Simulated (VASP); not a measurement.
# GaCuSe2 (I4_1/amd) in VASP: single point with r2SCAN

Aim: the single point of GaCuSe2 with r2SCAN.

Program: VASP 6.6.1. These are calculated values, not measurements. Logs are shortened: lines on timing, memory, paths and dates and some standing lists are left out, and cuts for length are marked.

### Step 1. The cell of the first run

Symmetry: I4_1/amd, No. 141, tetragonal system. Conventional cell: a = 5.227 Å, b = 5.227 Å, c = 10.696 Å, α = 90.00°, β = 90.00°, γ = 90.00°. Within 3.4 Å of Ga (site symmetry -4m2) lie 6 Se at 2.61 to 2.65 Å. Within 3.4 Å of Cu (site symmetry -4m2) lie 6 Se at 2.61 to 2.70 Å. Se (site symmetry 2mm) has 3 Ga at 2.61 to 2.65 Å and 3 Cu at 2.61 to 2.70 Å within 3.4 Å.

### Step 2. Single point, r2SCAN

File POSCAR:

```
GaCuSe2
1.0
   -2.6136572884      2.6136572884      5.3481246741
    2.6136572884     -2.6136572884      5.3481246741
    2.6136572884      2.6136572884     -5.3481246741
Ga Cu Se
2 2 4
Direct
    0.0000000000      0.0000000000      0.0000000000
    0.7500000000      0.2500000000      0.5000000000
    0.2500000000      0.7500000000      0.5000000000
    0.5000000000      0.5000000000      0.0000000000
    0.7524383099      0.7524383099      0.0000000000
    0.2475616901      0.2475616901      0.0000000000
   -0.0024383099      0.4975616901      0.5000000000
    0.5024383099      1.0024383099      0.5000000000
```

File INCAR.step1:

```
ALGO = Normal
EDIFF = 1E-4
ENCUT = 520
GGA = PE
ISMEAR = 1
LASPH = T
LCHARG = F
LREAL = F
LWAVE = T
NBANDS = 46
NELM = 60
PREC = Accurate
SIGMA = 0.05
```

File INCAR.step2:

```
ALGO = Normal
EDIFF = 1E-6
ENCUT = 520
ISIF = 2
ISMEAR = 1
ISTART = 1
LASPH = T
LCHARG = F
LMIXTAU = T
LREAL = F
LWAVE = F
METAGGA = R2SCAN
NBANDS = 46
NELM = 60
PREC = Accurate
SIGMA = 0.05
```

File KPOINTS:

```
k-points
0
Gamma
  6 6 6
```

Potentials or basis: VASP PAW PBE potentials, release 64 (Ga_d, Cu, Se).

Command:

```
cat potpaw_PBE.64/Ga_d/POTCAR potpaw_PBE.64/Cu/POTCAR potpaw_PBE.64/Se/POTCAR > POTCAR
cp INCAR.step1 INCAR
mpirun -np 1 vasp_std > vasp.out
cp INCAR.step2 INCAR
mpirun -np 1 vasp_std > vasp.out
```

OUTCAR:

```text
EDIFF = 1E-6
   ENCUT = 520
   ISIF = 2
   ISMEAR = 1
   ISTART = 1
   LASPH = T
   LREAL = F
   METAGGA = R2SCAN
   NELM = 60
   PREC = Accurate

 ion  position               nearest neighbor table
   1  0.000  0.000  0.000-   8 2.61   7 2.61   8 2.61   7 2.61   6 2.65   5 2.65
   2  0.750  0.250  0.500-   5 2.61   6 2.61   5 2.61   6 2.61   7 2.65   8 2.65
   3  0.250  0.750  0.500-   5 2.61   6 2.61   5 2.61   6 2.61   7 2.70   8 2.70
   4  0.500  0.500  0.000-   8 2.61   7 2.61   8 2.61   7 2.61   6 2.70   5 2.70
   5  0.752  0.752  0.000-   2 2.61   3 2.61   2 2.61   3 2.61   1 2.65   4 2.70
   6  0.248  0.248  0.000-   2 2.61   3 2.61   2 2.61   3 2.61   1 2.65   4 2.70
   7  0.998  0.498  0.500-   4 2.61   1 2.61   1 2.61   4 2.61   2 2.65   3 2.70
   8  0.502  0.002  0.500-   1 2.61   4 2.61   4 2.61   1 2.61   2 2.65   3 2.70

  LATTYP: Found a body centered tetragonal cell.
 ALAT       =     5.2273145768
 C/A-ratio  =     2.0462226237

  Lattice vectors:

 A1 = (  -2.6136572884,   2.6136572884,   5.3481246741)
 A2 = (   2.6136572884,  -2.6136572884,   5.3481246741)
 A3 = (   2.6136572884,   2.6136572884,  -5.3481246741)

Analysis of symmetry for initial positions (statically):
=====================================================================
 Subroutine PRICEL returns:
 Original cell was already a primitive cell.

 Routine SETGRP: Setting up the symmetry group for a
 body centered tetragonal supercell.

 Subroutine GETGRP returns: Found 16 space group operations
 (whereof  8 operations were pure point group operations)
 out of a pool of 16 trial point group operations.

The static configuration has the point symmetry D_2d.
 The point group associated with its full space group is D_4h.

Analysis of symmetry for dynamics (positions and initial velocities):
=====================================================================
 Subroutine PRICEL returns:
 Original cell was already a primitive cell.

 Routine SETGRP: Setting up the symmetry group for a
 body centered tetragonal supercell.

 Subroutine GETGRP returns: Found 16 space group operations
 (whereof  8 operations were pure point group operations)
 out of a pool of 16 trial point group operations.

The dynamic configuration has the point symmetry D_2d.
 The point group associated with its full space group is D_4h.

 Subroutine INISYM returns: Found 16 space group operations
 (whereof  8 operations are pure point group operations),
 and found     1 'primitive' translations

----------------------------------------------------------------------------------------

                                     Primitive cell

  volume of cell :     146.1365

  direct lattice vectors                    reciprocal lattice vectors
    -2.613657288  2.613657288  5.348124674     0.000000000  0.191302816  0.093490715
     2.613657288 -2.613657288  5.348124674     0.191302816  0.000000000  0.093490715
     2.613657288  2.613657288 -5.348124674     0.191302816  0.191302816  0.000000000

  length of vectors
     6.501141928  6.501141928  6.501141928     0.212925530  0.212925530  0.270543037

  position of ions in fractional coordinates (direct lattice)
     0.000000000  0.000000000  0.000000000
     0.750000000  0.250000000  0.500000000
     0.250000000  0.750000000  0.500000000
     0.500000000  0.500000000  0.000000000
     0.752438310  0.752438310  0.000000000
     0.247561690  0.247561690  0.000000000
     0.997561690  0.497561690  0.500000000
     0.502438310  0.002438310  0.500000000

  ion indices of the primitive-cell ions
   primitive index   ion index
                 1           1
                 2           2
                 3           3
                 4           4
                 5           5
                 6           6
                 7           7
                 8           8

----------------------------------------------------------------------------------------

 KPOINTS: k-points

Automatic generation of k-mesh.
 Grid dimensions read from file:
 generate k-points for:    6    6    6

 Generating k-lattice:

  Cartesian coordinates                     Fractional coordinates (reciprocal lattice)
     0.000000000  0.031883803  0.015581786     0.166666667  0.000000000  0.000000000
     0.031883803  0.000000000  0.015581786     0.000000000  0.166666667  0.000000000
     0.031883803  0.031883803  0.000000000     0.000000000  0.000000000  0.166666667

  Length of vectors
     0.035487588  0.035487588  0.045090506

  Shift w.r.t. Gamma in fractional coordinates (k-lattice)
     0.000000000  0.000000000  0.000000000

 Subroutine IBZKPT returns following result:
 ===========================================

 Found     30 irreducible k-points:

 Following reciprocal coordinates:
            Coordinates               Weight
  0.000000  0.000000  0.000000      1.000000
  0.166667 -0.000000  0.000000      8.000000
  0.333333 -0.000000  0.000000      8.000000
  0.500000 -0.000000  0.000000      4.000000
  0.166667  0.166667  0.000000      8.000000
  0.333333  0.166667  0.000000     16.000000
[... 16 lines left out ...]
 -0.333333 -0.333333  0.166667      8.000000
 -0.166667 -0.333333  0.166667      8.000000
 [... further k-points ...]
   k-points           NKPTS =     30   k-points in BZ     NKDIM =     30   number of bands    NBANDS=     46
   number of dos      NEDOS =    301   number of ions     NIONS =      8
   total plane-waves  NPLWV = 110592
   dimension x,y,z NGX =    48 NGY =   48 NGZ =   48
   dimension x,y,z NGXF=    96 NGYF=   96 NGZF=   96
   ions per type =               2   2   4
   NGX,Y,Z   is equivalent  to a cutoff of  12.27, 12.27, 12.27 a.u.
   NGXF,Y,Z  is equivalent  to a cutoff of  24.55, 24.55, 24.55 a.u.
 SYSTEM =  unknown system
   PREC   = accura    normal or accurate (medium, high low for compatibility)
   ISTART =      1    job   : 0-new  1-cont  2-samecut
   ICHARG =      0    charge: 1-file 2-atom 10-const
   ISPIN  =      1    spin polarized calculation?
   LNONCOLLINEAR =      F non collinear calculations
   LSORBIT =      F    spin-orbit coupling
   LASPH  =      T    aspherical Exc in radial PAW
   ENCUT  =  520.0 eV  38.22 Ry    6.18 a.u.  12.09 12.09 12.09*2*pi/ulx,y,z
   NELM   =     60;   NELMIN=  2; NELMDL=  0     # of ELM steps
   EDIFF  = 0.1E-05   stopping-criterion for ELM
   LREAL  =      F    real-space projection
   EDIFFG = 0.1E-04   stopping-criterion for IOM
   NSW    =      0    number of steps for IOM
   IBRION =     -1    ionic relax: 0-MD 1-quasi-New 2-CG
   NFREE  =      0    steps in history (QN), initial steepest desc. (CG)
   ISIF   =      2    stress and relaxation
   ISYM   =      2    0-nonsym 1-usesym 2-fastsym
   POTIM  = 0.5000    time-step for ionic-motion
   TEBEG  =    0.0;   TEEND  =   0.0 temperature during run
   PSTRESS=    0.0 pullay stress
   NELECT =      72.0000    total number of electrons
   NUPDOWN=      -1.0000    fix difference up-down
   EMIN   =  10.00;   EMAX   =-10.00  energy-range for DOS
   EFERMI =   0.00;   METHOD = LEGACY
   ISMEAR =     1;   SIGMA  =   0.05  broadening in eV -4-tet -1-fermi 0-gaus
   EFERMI_NEDOS =   21; number of points for ismear=-14 and -15
   IALGO  =     38    algorithm
   IMIX   =      4    mixing-type and parameters
     AMIX     =   0.40;   BMIX     =  1.00
     AMIX_MAG =   1.60;   BMIX_MAG =  1.00
  volume/ion in A,a.u.               =      18.27       123.27
  Fermi-wavevector in a.u.,A,eV,Ry     =   1.293003  2.443421 22.746978  1.671856
  Thomas-Fermi vector in A             =   2.424675
   LORBIT       =      0    0 simple, 1 ext, 2 COOP (PROOUT), +10 PAW based schemes
   METAGGA = R2SCAN    functional components
   LHFCALC =     F    Hartree Fock is set to
   AEXX    =    0.0000 exact exchange contribution
   IVDW    =     0    specifies the selected vdW correction
   LEPSILON=     F    determine dielectric tensor
   LRPA    =     F    only Hartree local field effects (RPA)
 non-spin polarized calculation
 Methfessel and Paxton  Order N= 1 SIGMA  =   0.05
  energy-cutoff  :      520.00
  volume of cell :      146.14
 maximum number of plane-waves:      3968
   NGX = 25   NGY = 25   NGZ = 25

 number of electron      72.0000012 magnetization

 Free energy of the ion-electron system (eV)
  ---------------------------------------------------
  ext. energy  EPLUGINS =         0.00000000
  ---------------------------------------------------
  free energy    TOTEN  =      -104.24811500 eV

  energy without entropy =     -104.24758564  energy(sigma->0) =     -104.24793855

 E-fermi :   5.4087     XC(G=0): -11.4223

 val. band max:        5.4014309728   @ k =  -0.1667   0.5000   0.1667
 cond. band min:       5.4314120861   @ k =   0.3333   0.1667   0.1667
 fundamental gap:      0.0299811134
 Fermi energy:         5.4086535035

 k-point     1 :       0.0000    0.0000    0.0000
  band No.  band energies     occupation
      1     -10.4974      2.00000
      2     -10.4702      2.00000
      3     -10.4590      2.00000
      4     -10.2654      2.00000
      5     -10.2382      2.00000
      6     -10.2271      2.00000
[... 38 lines left out ...]
     45      13.0971      0.00000
     46      13.3922      0.00000

 k-point     2 :       0.1667   -0.0000    0.0000
  band No.  band energies     occupation
      1     -10.4965      2.00000
      2     -10.4540      2.00000
      3     -10.4374      2.00000
      4     -10.2664      2.00000
      5     -10.2388      2.00000
      6     -10.2284      2.00000
[... 38 lines left out ...]
     45      12.6182      0.00000
     46      13.1485      0.00000

 k-point     3 :       0.3333   -0.0000    0.0000
  band No.  band energies     occupation
      1     -10.4950      2.00000
      2     -10.4404      2.00000
      3     -10.3710      2.00000
      4     -10.2767      2.00000
      5     -10.2392      2.00000
      6     -10.2327      2.00000
[... 38 lines left out ...]
     45      12.0701      0.00000
     46      12.3045      0.00000

 k-point     4 :       0.5000   -0.0000    0.0000
  band No.  band energies     occupation
      1     -10.4945      2.00000
      2     -10.4346      2.00000
      3     -10.3158      2.00000
      4     -10.3024      2.00000
      5     -10.2385      2.00000
      6     -10.2356      2.00000
[... 920 lines left out ...]
     45      12.2785      0.00000
     46      12.2889      0.00000

 k-point    23 :      -0.3333   -0.3333    0.1667
  band No.  band energies     occupation
      1     -10.5042      2.00000
      2     -10.4729      2.00000
      3     -10.3662      2.00000
      4     -10.2868      2.00000
      5     -10.2365      2.00000
      6     -10.2340      2.00000
[... 38 lines left out ...]
     45      12.3806      0.00000
     46      12.3826      0.00000

 k-point    24 :      -0.1667   -0.3333    0.1667
  band No.  band energies     occupation
      1     -10.5180      2.00000
      2     -10.4729      2.00000
      3     -10.3995      2.00000
      4     -10.2776      2.00000
      5     -10.2370      2.00000
      6     -10.2319      2.00000
[... 38 lines left out ...]
     45      12.6462      0.00000
     46      12.6609      0.00000

 [... further k-points ...]

------------------------ aborting loop because EDIFF is reached ----------------------------------------

  FORCE on cell =-STRESS in cart. coord.  units (eV):
  Direction    XX          YY          ZZ          XY          YZ          ZX
  --------------------------------------------------------------------------------------
  -------------------------------------------------------------------------------------
  Total        0.1048762      0.1048762      0.0288188      0.0000000      0.0000000     -0.0000000
  in kB        1.1498166      1.1498166      0.3159573      0.0000000      0.0000000     -0.0000000
  external PRESSURE =       0.8718635 kB  Pullay stress =       0.0000000 kB

 VOLUME and BASIS-vectors are now :
 -----------------------------------------------------------------------------
  energy-cutoff  :      520.00
  volume of cell :      146.14
      direct lattice vectors                 reciprocal lattice vectors
    -2.613657288  2.613657288  5.348124674     0.000000000  0.191302816  0.093490715
     2.613657288 -2.613657288  5.348124674     0.191302816  0.000000000  0.093490715
     2.613657288  2.613657288 -5.348124674     0.191302816  0.191302816  0.000000000

 POSITION                                       TOTAL-FORCE (eV/Angst)
 -----------------------------------------------------------------------------------
      0.00000      0.00000      0.00000        -0.000000     -0.000000      0.000000
      0.00000      2.61366      2.67406        -0.000000     -0.000000      0.000000
      2.61366      0.00000      2.67406        -0.000000     -0.000000      0.000000
      0.00000      0.00000      5.34812        -0.000000     -0.000000      0.000000
      0.00000      0.00000      8.04827         0.000000      0.000000      0.007897
      0.00000      0.00000      2.64798         0.000000      0.000000     -0.007897
      0.00000      2.61366      5.32204        -0.000000     -0.000000     -0.007897
      0.00000      2.61366      0.02608        -0.000000     -0.000000      0.007897
 -----------------------------------------------------------------------------------
    total drift:                                0.000000     -0.000000     -0.000000

  FREE ENERGIE OF THE ION-ELECTRON SYSTEM (eV)
  ---------------------------------------------------
  free  energy   TOTEN  =      -104.2481150047 eV

  energy  without entropy=     -104.2475856377  energy(sigma->0) =     -104.24793855
```

Wall time 14 min (1 thread of Intel Xeon Platinum 8488C (Sapphire Rapids), shared host); peak memory 0.48 GiB.

What came out:

```
Free energy            : -104.2481 eV
Pressure               : 0.1 GPa
Largest force          : 0.008 eV/Å
Band gap on the k mesh : zero (bands 36 and 37 overlap by 2.05 eV)
```

Forces on the atoms (eV/Å):
```
Ga   0.000  0.000  0.000
Ga   0.000  0.000  0.000
Cu   0.000  0.000  0.000
Cu   0.000  0.000  0.000
Se   0.000  0.000  0.008
Se   0.000  0.000 -0.008
Se   0.000  0.000 -0.008
Se   0.000  0.000  0.008
```

Caveat: the PAW data sets were made with another functional, which shifts forces and pressure a little. With open d or f shells a metallic result of r2SCAN can be an artefact of self-interaction; +U or a hybrid may open a gap.

The gap in the log of VASP goes by the Fermi energy; the results here count the filled bands.